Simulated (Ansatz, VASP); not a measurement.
# Al3BAs4: VASP beside Ansatz

The input INCAR:

```
SYSTEM = Al3BAs4
ALGO = Normal
EDIFF = 1E-7
ENCUT = 520
GGA = PE
ISIF = 2
ISMEAR = 0
LASPH = .TRUE.
LCHARG = .FALSE.
LREAL = .FALSE.
LWAVE = .FALSE.
NBANDS = 26
NELM = 80
PREC = Accurate
SIGMA = 0.1
```

Contents of KPOINTS:

```
k-points
0
G
  4 4 4
  0 0 0
```

File POSCAR:

```
Al3BAs4
1.0
    3.7575467500      0.0000000000      0.0000000000
    0.0000000000      3.7575467500      5.3139735700
    0.0000000000     -3.7575467500      5.3139735700
Al B As
3 1 4
Direct
    0.0000000000      0.0000000000      0.5000000000
    0.5000000000      0.5000000000      0.5000000000
    0.0000000000      0.5000000000      0.0000000000
    0.5000000000      0.0000000000      0.0000000000
    0.5000000000      0.1250000000      0.6250000000
    0.0000000000      0.1250000000      0.1250000000
    0.0000000000      0.6250000000      0.6250000000
    0.5000000000      0.6250000000      0.1250000000
```

Input for Ansatz:

```yaml
crystal:
  lattice:
    - [3.75754675, 0.0, 0.0]
    - [0.0, 3.75754675, 5.31397357]
    - [0.0, -3.75754675, 5.31397357]
  atoms:
    - { symbol: Al, position: [0.0, 0.0, 0.5] }
    - { symbol: Al, position: [0.5, 0.5, 0.5] }
    - { symbol: Al, position: [0.0, 0.5, 0.0] }
    - { symbol: B, position: [0.5, 0.0, 0.0] }
    - { symbol: As, position: [0.5, 0.125, 0.625] }
    - { symbol: As, position: [0.0, 0.125, 0.125] }
    - { symbol: As, position: [0.0, 0.625, 0.625] }
    - { symbol: As, position: [0.5, 0.625, 0.125] }
basis:
  ecutwfc: 420
kpoints:
  mp_grid: { grid: [4, 4, 4] }
hamiltonian:
  xc: pbe
scf:
  occupations: { method: gaussian, width: 0.1 }
  lower_state_search: "off"
output:
  forces: true
  stress: true
  eigenvalues: true
```

Alike in both runs: task single point; functional PBE; k mesh 4 × 4 × 4; occupations gaussian, width 0.1 eV; no spin polarisation.

```csv
,VASP,Ansatz
version,VASP 6.6.1,Ansatz 0.2.0
potentials or method,"VASP PAW PBE potentials, release 64 (Al, B, As), cutoff 520 eV","scalar-relativistic, plane waves, PAW"
valence electrons in the cell,32,72
```

Ansatz gave:

* gap on the k mesh at the Fermi level (eV): 0.77
* least direct gap on the mesh (eV): 0.85
* pressure (GPa): 13.6
* traceless stress, the component that is largest in VASP (GPa): 0.63
* rms of the force components (eV/Å): 1.065

**Question.** What did VASP give for the same quantities?

**Answer.** gap on the k mesh at the Fermi level (eV): 0.76; least direct gap on the mesh (eV): 0.85; pressure (GPa): 14.0; traceless stress, the component that is largest in VASP (GPa): 0.64; rms of the force components (eV/Å): 1.069.

Atom by atom the forces differ by 0.006 eV/Å (rms over components). With one functional, cell and mesh, what is left measures potentials, basis and numerics. VASP's potentials hold 32 valence electrons a cell and Ansatz's 72, so a difference there can come from the potentials and not from the codes.
